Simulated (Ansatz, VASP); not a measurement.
## One calculation of Ga2PN, two programs

```xyz
4
Lattice="3.4952 0.0000 0.0000 0.0000 3.4952 0.0000 0.0000 0.0000 4.9071" Properties=species:S:1:pos:R:3 pbc="T T T"
N     0.0000    0.0000    0.0000
Ga    0.0000    1.7476    3.8902
Ga    1.7476    0.0000    1.0168
P     1.7476    1.7476    2.4535
```

Alike in both runs: task single point; functional r2SCAN; k mesh 6 × 6 × 4; occupations fermi-dirac, width 0.02 eV; no spin polarisation.

```csv
,VASP,Ansatz
version,VASP 6.6.1,Ansatz 0.2.0
potentials or method,"VASP PAW PBE potentials, release 64 (N, Ga_d, P)","plane waves, PAW"
plane-wave cutoff (eV),520,500
valence electrons in the cell,36,36
```

|  | VASP | Ansatz | Ansatz less VASP |
| --- | --- | --- | --- |
| pressure (GPa) | 4.3 | 4.1 | -0.26 |
| rms of the force components (eV/Å) | 0.021 | 0.036 | +0.0153 |

VASP's potentials were made for PBE, not for r2SCAN.
